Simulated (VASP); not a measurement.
Crystal: Ni.

```
Ni
1.0
     0.00000    1.76194    1.76194
     1.76194    0.00000    1.76194
     1.76194    1.76194    0.00000
Ni
1
Direct
  0.00000 0.00000 0.00000
```

| Item | Value |
| --- | --- |
| Program | VASP 6.6.1 |
| Task | relaxation of cell and atoms |
| Functional | PBEsol |
| Potentials or basis | VASP PAW PBE potentials, release 64 (Ni) |
| Cutoff | 600 eV |
| k mesh | 10 × 10 × 10 |
| Occupations | gaussian, width 0.05 eV |
| Spin | collinear spin, ferromagnetic start |
| Starting moments | [1.5] μB |

At the start: pressure -10.2 GPa; volume 10.94 Å³/atom.

How do energy, volume and symmetry change on relaxing?

Over 3 steps the energy falls by 17.8 meV/atom and the volume is 10.41 Å³/atom (-4.9 %); space group Fm-3m (No. 225, to 0.1 Å) before and after; moment 0.72 μB per cell.

The path:
```tsv
step	energy change (eV)	largest force (eV/Å)	pressure (GPa)	volume (Å³)
1	0.0000	0.0000	-10.19	10.94
2	0.0028	0.0000	13.31	9.87
3	-0.0178	0.0000	-0.02	10.41
```

Final structure:
```xyz
1
Lattice="0.0000 1.7328 1.7328 1.7328 0.0000 1.7328 1.7328 1.7328 0.0000" Properties=species:S:1:pos:R:3 pbc="T T T"
Ni    0.0000    0.0000    0.0000
```

Caveat: the PAW data sets were made with another functional, which shifts forces and pressure a little.
